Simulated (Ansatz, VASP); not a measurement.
One calculation of CoSi2, two programs

File INCAR:

```
ALGO = Normal ; EDIFF = 1E-6
EDIFFG = -0.005 ; ENCUT = 600
GGA = CA ; IBRION = 2
ISIF = 3 ; ISMEAR = 0
LASPH = T ; LCHARG = F
LREAL = F ; LWAVE = F
NELM = 100 ; NSW = 100
PREC = Accurate ; SIGMA = 0.1
```

Contents of KPOINTS:

```
k-points
0
Gamma
  14 14 14
```

The input POSCAR:

```
CoSi2
1.0
    0.0000000000      2.6564198400      2.6564198400
    2.6564198400      0.0000000000      2.6564198400
    2.6564198400      2.6564198400      0.0000000000
Co Si
1 2
Direct
    0.0000000000      0.0000000000      0.0000000000
    0.7500000000      0.7500000000      0.7500000000
    0.2500000000      0.2500000000      0.2500000000
```

Input for Ansatz:

```yaml
crystal:
  lattice:
    - [0.0, 2.65641984, 2.65641984]
    - [2.65641984, 0.0, 2.65641984]
    - [2.65641984, 2.65641984, 0.0]
  atoms:
    - { symbol: Co, position: [0.0, 0.0, 0.0] }
    - { symbol: Si, position: [0.75, 0.75, 0.75] }
    - { symbol: Si, position: [0.25, 0.25, 0.25] }
basis:
  ecutwfc: 420
kpoints:
  mp_grid: { grid: [14, 14, 14] }
hamiltonian:
  xc: lda
scf:
  occupations: { method: gaussian, width: 0.1 }
output:
  forces: true
  stress: true
  eigenvalues: true
  write_density: true
  write_potential: true
  elf: true
  volumetric_format: npy
relax:
  adjacent_minimum: "off"
  f_tol: 0.005
  max_steps: 80
  cell: { stress_tol: 0.05 }
```

Alike in both runs: task relaxation of cell and atoms; functional LDA; k mesh 14 × 14 × 14; occupations gaussian, width 0.1 eV; no spin polarisation.

|  | VASP | Ansatz |
| --- | --- | --- |
| version | VASP 6.6.1 | Ansatz 0.2.0 |
| potentials or method | VASP PAW LDA potentials, release 64 (Co, Si), cutoff 600 eV | scalar-relativistic, plane waves, PAW |
| valence electrons in the cell | 17 | 25 |

Ansatz gave:

```
gap on the k mesh at the Fermi level, each at its own relaxed structure (eV) : none
relaxed volume (Å³/atom)                                                     : 12.23
relaxed cell length with the largest relative difference (Å)                 : 3.729
```

What did VASP give for the same quantities?

gap on the k mesh at the Fermi level, each at its own relaxed structure (eV): none; relaxed volume (Å³/atom): 12.23; relaxed cell length with the largest relative difference (Å): 3.730.

LDA's correlation is that of Perdew and Zunger in VASP and of Perdew and Wang (1992) in Ansatz. A gap of «none» marks a metal or a gap that the smearing closes. VASP's potentials hold 17 valence electrons a cell and Ansatz's 25, so a difference there can come from the potentials and not from the codes.
